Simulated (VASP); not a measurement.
Runs of VASP 6.6.1 on Al2Ru. The structure is tetragonal, space group I4/mmm (No. 139). Conventional cell: a = 3.121 Å, b = 3.121 Å, c = 8.444 Å, α = 90.00°, β = 90.00°, γ = 90.00°. Al (site symmetry 4mm) has 5 Ru at 2.58 to 2.88 Å and 9 Al at 2.69 to 3.12 Å within 3.4 Å. Within 3.4 Å of Ru (site symmetry 4/mmm) lie 10 Al at 2.58 to 2.88 Å and 4 Ru at 3.12 Å. 

```csv
k mesh,smearing,gap on the mesh (eV),pressure (GPa),largest force (eV/Å)
9 × 9 × 9,gaussian 0.01 eV,none,-0.4,0.05
9 × 9 × 9,gaussian 0.1 eV,none,-0.4,0.06
9 × 9 × 9,gaussian 0.05 eV,none,-0.4,0.05
10 × 10 × 10,gaussian 0.1 eV,none,-0.3,0.05
9 × 9 × 9,gaussian 0.4 eV,none,-0.2,(a)
```

Alike in all rows: task single point; level PBEsol; potentials or basis VASP PAW PBE potentials, release 64 (Al, Ru_pv); no spin polarisation; cell as given; cutoff (eV) 520.

Fill in the values left out.

(a) 0.09.

Caveats: the PAW data sets were made with another functional, which shifts forces and pressure a little.

A k mesh can miss the band edges, and the runs leave out spin-orbit coupling on Ru.

A gap of «none» marks levels without a gap at the run's occupations.
